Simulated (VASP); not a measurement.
A run of VASP 6.6.1:

File INCAR:

```
PREC     = Accurate       # precision mode
ENCUT    = 520            # plane-wave cutoff, eV
EDIFF    = 1E-6           # SCF threshold, eV
ISMEAR   = 0              # smearing method
SIGMA    = 0.15           # smearing width, eV
LREAL    = F              # projectors in reciprocal space
LASPH    = T              # aspherical terms in the spheres
NELM     = 100            # most SCF steps
ALGO     = Normal         # electronic algorithm
ISIF     = 2              # what is computed and relaxed
LWAVE    = F              # write WAVECAR
LCHARG   = F              # write CHGCAR
GGA      = PE             # functional
NBANDS   = 42             # bands
```

KPOINTS

```
regular mesh
0
Gamma
  26 26 5
```

POSCAR

```
Cu
1.0
   -2.5680103729      0.0000000000      0.0000000000
   -1.2840051864     -2.2239622201      0.0000000000
    0.0000000000      0.0000000000     14.0805844728
Cu
6
Direct
    0.3333333333      0.3333333333      0.8190293615
    0.3333333333      0.3333333333      0.2233824740
    0.3333333333      0.3333333333      0.5212059177
    0.6666666667      0.6666666667      0.0744707521
    0.6666666667      0.6666666667      0.3722941959
    0.6666666667      0.6666666667      0.6701176396
```

Potentials or basis: VASP PAW PBE potentials, release 64 (Cu).

Run with:

```sh
$ cat potpaw_PBE.64/Cu/POTCAR > POTCAR
$ mpirun -np 1 vasp_std > vasp.out
```

Hardware: 1 thread of Intel(R) Xeon(R) 6975P-C (Granite Rapids), with other jobs on the host.

**Question.** Estimate the wall time of this run.

**Answer.** It took 14 min on 1 thread of Intel(R) Xeon(R) 6975P-C (Granite Rapids) (shared host), peak memory 0.75 GiB. Counts: scf iterations 17, k points 322.
